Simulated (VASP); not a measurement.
Input of a VASP 6.6.1 run:

File INCAR:

```
PREC = Accurate
ENCUT = 520
EDIFF = 1E-7
ISMEAR = -1
SIGMA = 0.08
LREAL = F
LASPH = T
NELM = 100
ALGO = Normal
ISIF = 2
LWAVE = F
LCHARG = F
GGA = PE
NBANDS = 16
```

File KPOINTS:

```
regular mesh
0
Gamma
  15 15 13
```

Contents of POSCAR:

```
TiB2
1.0
    3.1200741476      0.0000000000      0.0000000000
   -1.5600370738      2.7020634736      0.0000000000
    0.0000000000      0.0000000000      3.2284000000
Ti B
1 2
Direct
    0.0000000000      0.0000000000      0.0000000000
    0.3333333333      0.6666666667      0.5000000000
    0.6666666667      0.3333333333      0.5000000000
```

Potentials or basis: VASP PAW PBE potentials, release 64 (Ti_sv, B).

Launch:

```sh
$ cat potpaw_PBE.64/Ti_sv/POTCAR potpaw_PBE.64/B/POTCAR > POTCAR
$ mpirun -np 1 vasp_std > vasp.out
```

(1) Estimate the pressure.

(2) Predict the band gap on the k mesh.

## Answers

(1) -14.0 GPa.

(2) zero (bands 9 and 10 overlap by 0.74 eV).

Caveat: the cell differs from its parent crystal (equal xx and yy strain of +3 %); the cell stands under tension.
